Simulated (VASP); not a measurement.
Here is a VASP 6.6.1 calculation.

The input INCAR:

```
SYSTEM = Zr2O3
PREC = Accurate
ENCUT = 520
EDIFF = 1E-7
ISMEAR = -1
SIGMA = 0.06122561905347299
LREAL = .False.
LASPH = .True.
NELM = 60
ALGO = Normal
ISIF = 2
LWAVE = .False.
LCHARG = .False.
GGA = PE
NBANDS = 53
```

File KPOINTS:

```
Automatic mesh
0
Gamma
  11 11 11
  0 0 0
```

The input POSCAR:

```
Zr2O3
1.0
    4.9659413511      0.0000000000      0.0000000000
    0.0000000000      4.9659413511      0.0000000000
    0.0000000000      0.0000000000      4.9659413511
Zr O
4 6
Direct
    0.2500000000      0.2500000000      0.2500000000
    0.7500000000      0.7500000000      0.2500000000
    0.7500000000      0.2500000000      0.7500000000
    0.2500000000      0.7500000000      0.7500000000
    0.5000000000      0.0000000000      0.0000000000
    0.0000000000      0.5000000000      0.0000000000
    0.0000000000      0.0000000000      0.5000000000
    0.5000000000      0.5000000000      0.0000000000
    0.5000000000      0.0000000000      0.5000000000
    0.0000000000      0.5000000000      0.5000000000
```

Potentials or basis: VASP PAW PBE potentials, release 64 (Zr_sv, O).

Launch:

```sh
$ cat potpaw_PBE.64/Zr_sv/POTCAR potpaw_PBE.64/O/POTCAR > POTCAR
$ mpirun -np 1 vasp_std > vasp.out
```

Question: What does it give for the band gap on the k mesh?

Answer: Zero (bands 42 and 43 overlap by 0.46 eV).

Question: What does it give for the pressure?

Answer: 14.2 GPa.

Caveat: the cell stands under pressure.
